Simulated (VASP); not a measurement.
# BiTe (Fm-3m) in VASP: notebook

BiTe is run at these levels: PBE; tasks: single point.

Program: VASP 6.6.1. These are calculated values, not measurements. Logs are shortened: lines on timing, memory, paths and dates and some standing lists are left out, and cuts for length are marked.

## 1. The cell of the first run

Symmetry: Fm-3m, No. 225, cubic system. Conventional cell: a = 6.502 Å, b = 6.502 Å, c = 6.502 Å, α = 90.00°, β = 90.00°, γ = 90.00°. Bi (site symmetry m-3m) has 6 Te at 3.25 Å within 4.3 Å. Within 4.3 Å of Te (site symmetry m-3m) lie 6 Bi at 3.25 Å.

## 2. Single point, PBE

Contents of INCAR:

```
SYSTEM = BiTe
PREC = Accurate
ENCUT = 520
EDIFF = 1E-6
ISMEAR = 0
SIGMA = 0.15
LREAL = .FALSE.
LASPH = .TRUE.
NELM = 60
ALGO = Normal
ISIF = 2
LWAVE = .FALSE.
LCHARG = .FALSE.
GGA = PE
NBANDS = 18
```

Contents of KPOINTS:

```
Automatic mesh
0
G
  16 16 16
  0 0 0
```

Contents of POSCAR:

```
BiTe
1.0
    0.0000000000      3.2511941619      3.2511941619
    3.2511941619      0.0000000000      3.2511941619
    3.2511941619      3.2511941619      0.0000000000
Bi Te
1 1
Direct
    0.0000000000      0.0000000000      0.0000000000
    0.5000000000      0.5000000000      0.5000000000
```

Potentials or basis: VASP PAW PBE potentials, release 64 (Bi_d, Te).

On the command line:

```
$ cat potpaw_PBE.64/Bi_d/POTCAR potpaw_PBE.64/Te/POTCAR > POTCAR
$ mpirun -np 1 vasp_std > vasp.out
```

OUTCAR:

```text
SYSTEM = BiTe
   PREC = Accurate
   ENCUT = 520
   EDIFF = 1E-6
   ISMEAR = 0
   LREAL = .FALSE.
   LASPH = .TRUE.
   NELM = 60
   ISIF = 2
   GGA = PE

 ion  position               nearest neighbor table
   1  0.000  0.000  0.000-   2 3.25   2 3.25   2 3.25   2 3.25   2 3.25   2 3.25
   2  0.500  0.500  0.500-   1 3.25   1 3.25   1 3.25   1 3.25   1 3.25   1 3.25

  LATTYP: Found a face centered cubic cell.
 ALAT       =     6.5023883238

  Lattice vectors:

 A1 = (   0.0000000000,   3.2511941619,   3.2511941619)
 A2 = (   3.2511941619,   0.0000000000,   3.2511941619)
 A3 = (   3.2511941619,   3.2511941619,   0.0000000000)

Analysis of symmetry for initial positions (statically):
=====================================================================
 Subroutine PRICEL returns:
 Original cell was already a primitive cell.

 Routine SETGRP: Setting up the symmetry group for a
 face centered cubic supercell.

 Subroutine GETGRP returns: Found 48 space group operations
 (whereof 48 operations were pure point group operations)
 out of a pool of 48 trial point group operations.

The static configuration has the point symmetry O_h .

Analysis of symmetry for dynamics (positions and initial velocities):
=====================================================================
 Subroutine PRICEL returns:
 Original cell was already a primitive cell.

 Routine SETGRP: Setting up the symmetry group for a
 face centered cubic supercell.

 Subroutine GETGRP returns: Found 48 space group operations
 (whereof 48 operations were pure point group operations)
 out of a pool of 48 trial point group operations.

The dynamic configuration has the point symmetry O_h .

 Subroutine INISYM returns: Found 48 space group operations
 (whereof 48 operations are pure point group operations),
 and found     1 'primitive' translations

----------------------------------------------------------------------------------------

                                     Primitive cell

  volume of cell :      68.7320

  direct lattice vectors                    reciprocal lattice vectors
     0.000000000  3.251194162  3.251194162    -0.153789646  0.153789646  0.153789646
     3.251194162  0.000000000  3.251194162     0.153789646 -0.153789646  0.153789646
     3.251194162  3.251194162  0.000000000     0.153789646  0.153789646 -0.153789646

  length of vectors
     4.597882878  4.597882878  4.597882878     0.266371481  0.266371481  0.266371481

  position of ions in fractional coordinates (direct lattice)
     0.000000000  0.000000000  0.000000000
     0.500000000  0.500000000  0.500000000

  ion indices of the primitive-cell ions
   primitive index   ion index
                 1           1
                 2           2

----------------------------------------------------------------------------------------

 KPOINTS: Automatic mesh

Automatic generation of k-mesh.
 Grid dimensions read from file:
 generate k-points for:   16   16   16

 Generating k-lattice:

  Cartesian coordinates                     Fractional coordinates (reciprocal lattice)
    -0.009611853  0.009611853  0.009611853     0.062500000  0.000000000  0.000000000
     0.009611853 -0.009611853  0.009611853     0.000000000  0.062500000  0.000000000
     0.009611853  0.009611853 -0.009611853     0.000000000  0.000000000  0.062500000

  Length of vectors
     0.016648218  0.016648218  0.016648218

  Shift w.r.t. Gamma in fractional coordinates (k-lattice)
     0.000000000  0.000000000  0.000000000

 Subroutine IBZKPT returns following result:
 ===========================================

 Found    145 irreducible k-points:

 Following reciprocal coordinates:
            Coordinates               Weight
  0.000000  0.000000  0.000000      1.000000
  0.062500  0.000000  0.000000      8.000000
  0.125000  0.000000  0.000000      8.000000
  0.187500  0.000000  0.000000      8.000000
  0.250000  0.000000  0.000000      8.000000
  0.312500  0.000000  0.000000      8.000000
[... 16 lines left out ...]
 -0.125000  0.062500  0.000000     24.000000
 -0.062500  0.062500  0.000000     12.000000
 [... further k-points ...]
   k-points           NKPTS =    145   k-points in BZ     NKDIM =    145   number of bands    NBANDS=     18
   number of dos      NEDOS =    301   number of ions     NIONS =      2
   total plane-waves  NPLWV =  46656
   dimension x,y,z NGX =    36 NGY =   36 NGZ =   36
   dimension x,y,z NGXF=    72 NGYF=   72 NGZF=   72
   ions per type =               1   1
   NGX,Y,Z   is equivalent  to a cutoff of  13.02, 13.02, 13.02 a.u.
   NGXF,Y,Z  is equivalent  to a cutoff of  26.03, 26.03, 26.03 a.u.
 SYSTEM =  BiTe
   PREC   = accura    normal or accurate (medium, high low for compatibility)
   ISTART =      0    job   : 0-new  1-cont  2-samecut
   ICHARG =      2    charge: 1-file 2-atom 10-const
   ISPIN  =      1    spin polarized calculation?
   LNONCOLLINEAR =      F non collinear calculations
   LSORBIT =      F    spin-orbit coupling
   LASPH  =      T    aspherical Exc in radial PAW
   ENCUT  =  520.0 eV  38.22 Ry    6.18 a.u.   8.55  8.55  8.55*2*pi/ulx,y,z
   NELM   =     60;   NELMIN=  2; NELMDL= -5     # of ELM steps
   EDIFF  = 0.1E-05   stopping-criterion for ELM
   LREAL  =      F    real-space projection
   EDIFFG = 0.1E-04   stopping-criterion for IOM
   NSW    =      0    number of steps for IOM
   IBRION =     -1    ionic relax: 0-MD 1-quasi-New 2-CG
   NFREE  =      0    steps in history (QN), initial steepest desc. (CG)
   ISIF   =      2    stress and relaxation
   ISYM   =      2    0-nonsym 1-usesym 2-fastsym
   POTIM  = 0.5000    time-step for ionic-motion
   TEBEG  =    0.0;   TEEND  =   0.0 temperature during run
   PSTRESS=    0.0 pullay stress
   NELECT =      21.0000    total number of electrons
   NUPDOWN=      -1.0000    fix difference up-down
   EMIN   =  10.00;   EMAX   =-10.00  energy-range for DOS
   EFERMI =   0.00;   METHOD = LEGACY
   ISMEAR =     0;   SIGMA  =   0.15  broadening in eV -4-tet -1-fermi 0-gaus
   EFERMI_NEDOS =   21; number of points for ismear=-14 and -15
   IALGO  =     38    algorithm
   IMIX   =      4    mixing-type and parameters
     AMIX     =   0.40;   BMIX     =  1.00
     AMIX_MAG =   1.60;   BMIX_MAG =  1.00
  volume/ion in A,a.u.               =      34.37       231.91
  Fermi-wavevector in a.u.,A,eV,Ry     =   1.102626  2.083662 16.541757  1.215785
  Thomas-Fermi vector in A             =   2.239072
   LORBIT       =      0    0 simple, 1 ext, 2 COOP (PROOUT), +10 PAW based schemes
   GGA     = PE    functional components
   LHFCALC =     F    Hartree Fock is set to
   AEXX    =    0.0000 exact exchange contribution
   IVDW    =     0    specifies the selected vdW correction
   LEPSILON=     F    determine dielectric tensor
   LRPA    =     F    only Hartree local field effects (RPA)
 non-spin polarized calculation
 Gauss-broadening in eV      SIGMA  =   0.15
  energy-cutoff  :      520.00
  volume of cell :       68.73
 maximum number of plane-waves:      1869
 NGX is ok and might be reduce to    36
   NGX = 17   NGY = 17   NGZ = 17

 number of electron      20.9999996 magnetization

 Free energy of the ion-electron system (eV)
  ---------------------------------------------------
  ext. energy  EPLUGINS =         0.00000000
  ---------------------------------------------------
  free energy    TOTEN  =        -7.18169700 eV

  energy without entropy =       -7.16435471  energy(sigma->0) =       -7.17302586

 E-fermi :   6.4717     XC(G=0):  -9.3676

 val. band max:        6.4694088583   @ k =   0.3125   0.0000   0.0000
 cond. band min:       6.5040658591   @ k =  -0.3125   0.3750   0.1250
 fundamental gap:      0.0346570008
 Fermi energy:         6.4717161858

 k-point     1 :       0.0000    0.0000    0.0000
  band No.  band energies     occupation
      1     -16.6731      2.00000
      2     -16.6731      2.00000
      3     -16.6709      2.00000
      4     -16.6709      2.00000
      5     -16.6709      2.00000
      6      -6.9511      2.00000
[... 10 lines left out ...]
     17      12.5140      0.00000
     18      13.0670      0.00000

 k-point     2 :       0.0625    0.0000    0.0000
  band No.  band energies     occupation
      1     -16.6732      2.00000
      2     -16.6732      2.00000
      3     -16.6708      2.00000
      4     -16.6707      2.00000
      5     -16.6707      2.00000
      6      -6.9168      2.00000
[... 10 lines left out ...]
     17      12.7634      0.00000
     18      13.3094      0.00000

 k-point     3 :       0.1250    0.0000    0.0000
  band No.  band energies     occupation
      1     -16.6736      2.00000
      2     -16.6736      2.00000
      3     -16.6706      2.00000
      4     -16.6701      2.00000
      5     -16.6701      2.00000
      6      -6.8144      2.00000
[... 10 lines left out ...]
     17      13.4054      0.00000
     18      13.8648      0.00000

 k-point     4 :       0.1875    0.0000    0.0000
  band No.  band energies     occupation
      1     -16.6743      2.00000
      2     -16.6743      2.00000
      3     -16.6703      2.00000
      4     -16.6690      2.00000
      5     -16.6690      2.00000
      6      -6.6449      2.00000
[... 10 lines left out ...]
     17      14.2571      0.00000
     18      14.6533      0.00000

 k-point     5 :       0.2500    0.0000    0.0000
  band No.  band energies     occupation
      1     -16.6752      2.00000
      2     -16.6752      2.00000
      3     -16.6700      2.00000
      4     -16.6677      2.00000
      5     -16.6677      2.00000
      6      -6.4105      2.00000
[... 10 lines left out ...]
     17      15.1546      0.00000
     18      15.5851      0.00000

 k-point     6 :       0.3125    0.0000    0.0000
  band No.  band energies     occupation
      1     -16.6760      2.00000
      2     -16.6760      2.00000
      3     -16.6697      2.00000
      4     -16.6664      2.00000
      5     -16.6664      2.00000
      6      -6.1144      2.00000
[... 10 lines left out ...]
     17      15.7908      0.00000
     18      16.5839      0.00000

 k-point     7 :       0.3750    0.0000    0.0000
  band No.  band energies     occupation
      1     -16.6768      2.00000
      2     -16.6768      2.00000
      3     -16.6694      2.00000
      4     -16.6653      2.00000
      5     -16.6653      2.00000
      6      -5.7618      2.00000
[... 10 lines left out ...]
     17      15.6448      0.00000
     18      17.0644      0.00000

 k-point     8 :       0.4375    0.0000    0.0000
  band No.  band energies     occupation
      1     -16.6773      2.00000
      2     -16.6773      2.00000
      3     -16.6692      2.00000
      4     -16.6645      2.00000
      5     -16.6645      2.00000
      6      -5.3644      2.00000
[... 10 lines left out ...]
     17      14.9031      0.00000
     18      16.2284      0.00000
[... 229 lines left out ...]
     17      15.1303      0.00000
     18      16.4481      0.00000

 k-point    20 :      -0.3125    0.0625    0.0000
  band No.  band energies     occupation
      1     -16.6765      2.00000
      2     -16.6760      2.00000
      3     -16.6695      2.00000
      4     -16.6664      2.00000
      5     -16.6656      2.00000
      6      -5.9770      2.00000
[... 10 lines left out ...]
     17      15.4918      0.00000
     18      16.3457      0.00000

 k-point    21 :      -0.2500    0.0625    0.0000
  band No.  band energies     occupation
      1     -16.6758      2.00000
      2     -16.6751      2.00000
      3     -16.6699      2.00000
      4     -16.6677      2.00000
      5     -16.6667      2.00000
      6      -6.2908      2.00000
[... 10 lines left out ...]
     17      14.7820      0.00000
     18      16.0503      0.00000

 k-point    22 :      -0.1875    0.0625    0.0000
  band No.  band energies     occupation
      1     -16.6750      2.00000
      2     -16.6742      2.00000
      3     -16.6703      2.00000
      4     -16.6689      2.00000
      5     -16.6679      2.00000
      6      -6.5449      2.00000
[... 10 lines left out ...]
     17      13.9333      0.00000
     18      15.2377      0.00000

 k-point    23 :      -0.1250    0.0625    0.0000
  band No.  band energies     occupation
      1     -16.6742      2.00000
      2     -16.6735      2.00000
      3     -16.6706      2.00000
      4     -16.6699      2.00000
      5     -16.6692      2.00000
      6      -6.7355      2.00000
[... 10 lines left out ...]
     17      13.2602      0.00000
     18      14.3583      0.00000

 k-point    24 :      -0.0625    0.0625    0.0000
  band No.  band energies     occupation
      1     -16.6736      2.00000
      2     -16.6732      2.00000
      3     -16.6708      2.00000
      4     -16.6705      2.00000
      5     -16.6701      2.00000
      6      -6.8599      2.00000
[... 10 lines left out ...]
     17      12.9007      0.00000
     18      13.6120      0.00000

 [... further k-points ...]

------------------------ aborting loop because EDIFF is reached ----------------------------------------

  FORCE on cell =-STRESS in cart. coord.  units (eV):
  Direction    XX          YY          ZZ          XY          YZ          ZX
  --------------------------------------------------------------------------------------
  -------------------------------------------------------------------------------------
  Total       -0.0202050     -0.0202050     -0.0202050      0.0000000      0.0000000      0.0000000
  in kB       -0.4709897     -0.4709897     -0.4709897      0.0000000      0.0000000      0.0000000
  external PRESSURE =      -0.4709897 kB  Pullay stress =       0.0000000 kB

 VOLUME and BASIS-vectors are now :
 -----------------------------------------------------------------------------
  energy-cutoff  :      520.00
  volume of cell :       68.73
      direct lattice vectors                 reciprocal lattice vectors
     0.000000000  3.251194162  3.251194162    -0.153789646  0.153789646  0.153789646
     3.251194162  0.000000000  3.251194162     0.153789646 -0.153789646  0.153789646
     3.251194162  3.251194162  0.000000000     0.153789646  0.153789646 -0.153789646

 POSITION                                       TOTAL-FORCE (eV/Angst)
 -----------------------------------------------------------------------------------
      0.00000      0.00000      0.00000        -0.000000      0.000000      0.000000
      3.25119      3.25119      3.25119         0.000000     -0.000000     -0.000000
 -----------------------------------------------------------------------------------
    total drift:                               -0.000000      0.000000      0.000000

  FREE ENERGIE OF THE ION-ELECTRON SYSTEM (eV)
  ---------------------------------------------------
  free  energy   TOTEN  =        -7.1816969987 eV

  energy  without entropy=       -7.1643547114  energy(sigma->0) =       -7.17302586
```

Wall time 2.1 min (1 thread of AMD EPYC 7R13 (Zen 3), shared host); peak memory 0.3 GiB.

What came out:

| Property | Result |
| --- | --- |
| Free energy | -7.1817 eV |
| Pressure | 0.0 GPa |
| Band gap on the k mesh | zero (an odd number of electrons rules out a gap without spin polarisation) |

Caveat: spin-orbit coupling is left out, which moves the levels of the heavy elements.

## 3. Single point, PBE

Edit INCAR of step 2 so:

```diff
@@ -3,3 +3,3 @@
 ENCUT = 520
-EDIFF = 1E-6
+EDIFF = 1E-7
 ISMEAR = 0
@@ -8,3 +8,3 @@
 LASPH = .TRUE.
-NELM = 60
+NELM = 100
 ALGO = Normal
```

Contents of KPOINTS:

```
Automatic mesh
0
G
  18 18 18
  0 0 0
```

POSCAR is that of step 2.

Potentials or basis: VASP PAW PBE potentials, release 64 (Bi_d, Te).

On the command line:

```
$ cat potpaw_PBE.64/Bi_d/POTCAR potpaw_PBE.64/Te/POTCAR > POTCAR
$ mpirun -np 1 vasp_std > vasp.out
```

Run time: 3 min. Hardware: 1 thread of AMD EPYC 7R13 (Zen 3), shared host; peak memory 0.35 GiB.

The run converged. Its results:

- Free energy: -7.1819 eV
- Pressure: 0.0 GPa
- Band gap on the k mesh: zero (an odd number of electrons rules out a gap without spin polarisation)

Levels at points of the mesh, in eV from the Fermi level:
| k point | band 7 | band 8 | band 9 | band 10 | band 11 | band 12 | band 13 | band 14 |
| --- | --- | --- | --- | --- | --- | --- | --- | --- |
| (0.00, 0.00, 0.00) | -8.19 | -2.51 | -2.51 | -2.51 | 2.12 | 2.12 | 2.12 | 4.69 |
| (0.50, 0.00, 0.00) | -11.20 | -1.89 | -1.89 | -1.61 | -0.81 | -0.60 | -0.60 | 7.29 |
| (0.50, 0.50, 0.00) | -9.95 | -5.56 | -3.95 | -3.95 | 2.30 | 3.52 | 3.52 | 4.85 |

Caveat: spin-orbit coupling is left out, which moves the levels of the heavy elements.

The gap in the log of VASP goes by the Fermi energy; the results here count the filled bands.